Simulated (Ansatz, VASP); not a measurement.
# Ta2N in VASP and in Ansatz

File INCAR:

```
SYSTEM = Ta2N
ALGO = Normal ; EDIFF = 1E-7
ENCUT = 520 ; GGA = PE
ISIF = 2 ; ISMEAR = 0
LASPH = .TRUE. ; LCHARG = .FALSE.
LREAL = .FALSE. ; LWAVE = .FALSE.
NBANDS = 20 ; NELM = 80
PREC = Accurate ; SIGMA = 0.1
```

File KPOINTS:

```
k-points
0
G
  6 6 4
  0 0 0
```

The input POSCAR:

```
Ta2N
1.0
    3.1128615060      0.0000000000      0.0000000000
   -1.5564307530      2.6958171426      0.0000000000
    0.0000000000      0.0000000000      4.8698410000
Ta N
2 1
Direct
    0.6666666700      0.3333333300      0.7452890000
    0.3333333300      0.6666666700      0.2547110000
    0.0000000000      0.0000000000      0.0000000000
```

Input for Ansatz:

```yaml
crystal:
  lattice:
    - [3.112861506, 0.0, 0.0]
    - [-1.556430753, 2.6958171426, 0.0]
    - [0.0, 0.0, 4.869841]
  atoms:
    - { symbol: Ta, position: [0.66666667, 0.33333333, 0.745289] }
    - { symbol: Ta, position: [0.33333333, 0.66666667, 0.254711] }
    - { symbol: "N", position: [0.0, 0.0, 0.0] }
basis:
  ecutwfc: 420
kpoints:
  mp_grid: { grid: [6, 6, 4] }
hamiltonian:
  xc: pbe
scf:
  occupations: { method: gaussian, width: 0.1 }
  lower_state_search: "off"
output:
  forces: true
  stress: true
  eigenvalues: true
```

Alike in both runs: task single point; functional PBE; k mesh 6 × 6 × 4; occupations gaussian, width 0.1 eV; no spin polarisation.

|  | VASP | Ansatz |
| --- | --- | --- |
| version | VASP 6.6.1 | Ansatz 0.2.0 |
| potentials or method | VASP PAW PBE potentials, release 64 (Ta_pv, N), cutoff 520 eV | scalar-relativistic, plane waves, PAW |
| valence electrons in the cell | 27 | 31 |

```tsv
	VASP	Ansatz	Ansatz less VASP
gap on the k mesh at the Fermi level (eV)	none	none	-
pressure (GPa)	-0.8	-1.2	-0.43
traceless stress, the component that is largest in VASP (GPa)	0.33	0.41	+0.078
rms of the force components (eV/Å)	0.111	0.131	+0.0198
```

Atom by atom the forces differ by 0.020 eV/Å (rms over components). A gap of «none» marks a metal or a gap that the smearing closes. The functional is the same, so the differences come from potentials, cutoffs and numerics. VASP's potentials hold 27 valence electrons a cell and Ansatz's 31, so a difference there can come from the potentials and not from the codes.

The k mesh is coarse, so the values compare programs but aren't converged. Spin-orbit coupling is off throughout.
